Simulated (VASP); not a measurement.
Wanted: the native input for a VASP 6.6.1 run.

```
Task                   : single point
Functional             : PBE
Potentials or basis    : VASP PAW PBE potentials, release 64 (Mo_sv, Si)
Cutoff                 : 520 eV
k mesh                 : 10 × 10 × 10
Occupations            : fermi-dirac, width 0.05 eV
Spin                   : no spin polarisation
Dipole correction      : no
Further INCAR settings : ALGO = Normal; EDIFF = 1e-06; NBANDS = 18
```

The structure of Si2Mo (fluorite type) lies in POSCAR:

```
Si2Mo
1.0
    0.0000000000      2.6239350589      2.6239350589
    2.6239350589      0.0000000000      2.6239350589
    2.6239350589      2.6239350589      0.0000000000
Mo Si
1 2
Direct
    0.0000000000      0.0000000000      0.0000000000
    0.2500000000      0.2500000000      0.2500000000
    0.7500000000      0.7500000000      0.7500000000
```

This cell differs from its parent crystal: volume scaled by 0.72.

One way to write it, as run:

INCAR

```
PREC = Accurate
ENCUT = 520
EDIFF = 1E-6
ISMEAR = -1
SIGMA = 0.05
LREAL = F
LASPH = T
NELM = 80
ALGO = Normal
ISIF = 2
LWAVE = F
LCHARG = T
GGA = PE
LELF = T
LVHAR = T
NBANDS = 18
```

KPOINTS

```
Automatic mesh
0
Gamma
  10 10 10
```

Potentials or basis: VASP PAW PBE potentials, release 64 (Mo_sv, Si).

Run with:

```console
$ cat potpaw_PBE.64/Mo_sv/POTCAR potpaw_PBE.64/Si/POTCAR > POTCAR
$ mpirun -np 1 vasp_std > vasp.out
```

It gave:

```json
{"Pressure": "84.7 GPa", "Band gap on the k mesh": "zero (band 11 reaches 15.91 eV, above the bottom of band 12 at 12.93 eV)"}
```

Wall time 14 s on 1 thread of AMD EPYC 9R45 96-Core Processor (Zen 5), on a shared host, peak memory 0.14 GiB.
